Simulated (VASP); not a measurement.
A run of VASP 6.6.1:

The input INCAR:

```
SYSTEM = PbSe
PREC = Accurate ; ENCUT = 600
EDIFF = 1E-6 ; ISMEAR = -1
SIGMA = 0.05 ; LREAL = .False.
LASPH = .True. ; NELM = 100
ALGO = Normal ; ISIF = 3
LWAVE = .False. ; LCHARG = .False.
GGA = RP ; IVDW = 13
IBRION = 2 ; NSW = 60
EDIFFG = -0.01
```

KPOINTS

```
regular mesh
0
Gamma
  7 7 7
  0 0 0
```

POSCAR

```
PbSe
1.0
    3.7843220000      0.0000000000      0.0000000000
    0.0000000000      3.7843220000      0.0000000000
    0.0000000000      0.0000000000      3.7843220000
Pb Se
1 1
Direct
    0.0000000000      0.0000000000      0.0000000000
    0.5000000000      0.5000000000      0.5000000000
```

Potentials or basis: VASP PAW PBE potentials, release 64 (Pb_d, Se).

Launch:

```console
$ cat potpaw_PBE.64/Pb_d/POTCAR potpaw_PBE.64/Se/POTCAR > POTCAR
$ mpirun -np 1 vasp_std > vasp.out
```

Hardware: 1 thread of Intel(R) Xeon(R) Platinum 8259CL CPU @ 2.50GHz (Skylake/Cascade Lake) (shared host).

Problem. How long does it take, and how much memory?

Solution. Wall time 61 s on 1 thread of Intel(R) Xeon(R) Platinum 8259CL CPU @ 2.50GHz (Skylake/Cascade Lake), on a shared host, peak memory 0.18 GiB. Counts: scf iterations 28, k points 20, ion steps 3.
